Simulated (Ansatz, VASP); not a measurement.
**One calculation of GaP, two programs**

File INCAR:

```
ALGO     = Normal         # electronic algorithm
EDIFF    = 1E-6           # SCF threshold, eV
ENCUT    = 500            # plane-wave cutoff, eV
GGA      = PE             # functional
GGA_COMPAT= F            
ISIF     = 2              # what is computed and relaxed
ISMEAR   = 0              # smearing method
LASPH    = T              # aspherical terms in the spheres
LCHARG   = F              # write CHGCAR
LREAL    = F              # projectors in reciprocal space
LWAVE    = F              # write WAVECAR
NBANDS   = 16             # bands
NELM     = 120            # most SCF steps
PREC     = Accurate       # precision mode
SIGMA    = 0.1            # smearing width, eV
```

Contents of KPOINTS:

```
k-points
0
Gamma
  4 4 4
```

Contents of POSCAR:

```
GaP
1.0
    0.0000000000      2.6258816654      2.6258816654
    2.6258816654      0.0000000000      2.6258816654
    2.6258816654      2.6258816654      0.0000000000
Ga P
1 1
Direct
    0.0000000000      0.0000000000      0.0000000000
    0.2500000000      0.2500000000      0.2500000000
```

Input for Ansatz:

```yaml
crystal:
  lattice:
    - [0.0, 2.6258816654, 2.6258816654]
    - [2.6258816654, 0.0, 2.6258816654]
    - [2.6258816654, 2.6258816654, 0.0]
  atoms:
    - { symbol: Ga, position: [0.0, 0.0, 0.0] }
    - { symbol: P, position: [0.25, 0.25, 0.25] }
basis:
  ecutwfc: 420
kpoints:
  mp_grid: { grid: [4, 4, 4] }
hamiltonian:
  xc: pbe
scf:
  occupations: { method: gaussian, width: 0.1 }
  eigensolver: { kind: davidson, full_accuracy: true }
  max_iter: 59
output:
  forces: true
  stress: true
  eigenvalues: true
```

Alike in both runs: task single point; functional PBE; k mesh 4 × 4 × 4; occupations gaussian, width 0.1 eV; no spin polarisation.

```csv
,VASP,Ansatz
version,VASP 6.6.1,Ansatz 0.2.0
potentials or method,"VASP PAW PBE potentials, release 64 (Ga_d, P), cutoff 500 eV","scalar-relativistic, plane waves, PAW"
valence electrons in the cell,18,18
```

```csv
,VASP,Ansatz,Ansatz less VASP
gap on the k mesh at the Fermi level (eV),1.37,1.37,0.000
least direct gap on the mesh (eV),2.77,2.76,-0.003
pressure (GPa),15.5,15.6,+0.20
```

The k mesh is coarse, so the values compare programs but aren't converged.
